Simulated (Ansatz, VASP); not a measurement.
## Two plane-wave programs on Ga3BAs2

The input INCAR:

```
PREC = Accurate
ENCUT = 600
EDIFF = 1E-6
ISMEAR = 0
SIGMA = 0.1
LREAL = False
LASPH = True
NELM = 60
ALGO = Normal
ISIF = 3
LWAVE = False
LCHARG = False
GGA = PE
IBRION = 2
NSW = 100
EDIFFG = -0.01
```

KPOINTS

```
regular mesh
0
Gamma
  6 6 10
```

Contents of POSCAR:

```
Ga3BAs2
1.0
    6.5380773861      0.0000000000      0.0000000000
   -3.2690386930      5.6621411082      0.0000000000
    0.0000000000      0.0000000000      3.6807843522
Ga B As
3 1 2
Direct
    0.5000000000      0.0000000000      0.5000000000
    0.5000000000      0.5000000000      0.5000000000
    0.0000000000      0.5000000000      0.5000000000
    0.0000000000      0.0000000000      0.0000000000
    0.3333333333      0.6666666667      0.0000000000
    0.6666666667      0.3333333333      0.0000000000
```

Input for Ansatz:

```yaml
crystal:
  lattice:
    - [6.5380773861, 0.0, 0.0]
    - [-3.269038693, 5.6621411082, 0.0]
    - [0.0, 0.0, 3.6807843522]
  atoms:
    - { symbol: Ga, position: [0.5, 0.0, 0.5] }
    - { symbol: Ga, position: [0.5, 0.5, 0.5] }
    - { symbol: Ga, position: [0.0, 0.5, 0.5] }
    - { symbol: B, position: [0.0, 0.0, 0.0] }
    - { symbol: As, position: [0.3333333333, 0.6666666667, 0.0] }
    - { symbol: As, position: [0.6666666667, 0.3333333333, 0.0] }
basis:
  ecutwfc: 420
kpoints:
  mp_grid: { grid: [6, 6, 10] }
hamiltonian:
  xc: pbe
scf:
  occupations: { method: gaussian, width: 0.1 }
output:
  forces: true
  stress: true
  eigenvalues: true
relax:
  adjacent_minimum: "off"
  f_tol: 0.01
  max_steps: 80
  cell: { stress_tol: 0.05 }
```

Change from the starting cell: species swapped into the LaB2Rh3 type (P6/mmm, No. 191).

Alike in both runs: task relaxation of cell and atoms; functional PBE; k mesh 6 × 6 × 10; occupations gaussian, width 0.1 eV; no spin polarisation.

|  | VASP | Ansatz |
| --- | --- | --- |
| version | VASP 6.6.1 | Ansatz 0.2.0 |
| potentials or method | VASP PAW PBE potentials, release 64 (Ga_d, B, As), cutoff 600 eV | scalar-relativistic, plane waves, PAW |
| valence electrons in the cell | 52 | 72 |

```csv
,VASP,Ansatz,Ansatz less VASP
"gap on the k mesh at the Fermi level, each at its own relaxed structure (eV)",none,none,-
relaxed volume (Å³/atom),22.52,22.45,-0.074
relaxed length of the cell vector where the two differ most in proportion (Å),3.804,3.795,-0.0090
```

A gap of «none» marks a metal or a gap that the smearing closes. VASP's potentials hold 52 valence electrons a cell and Ansatz's 72, so a difference there can come from the potentials and not from the codes.
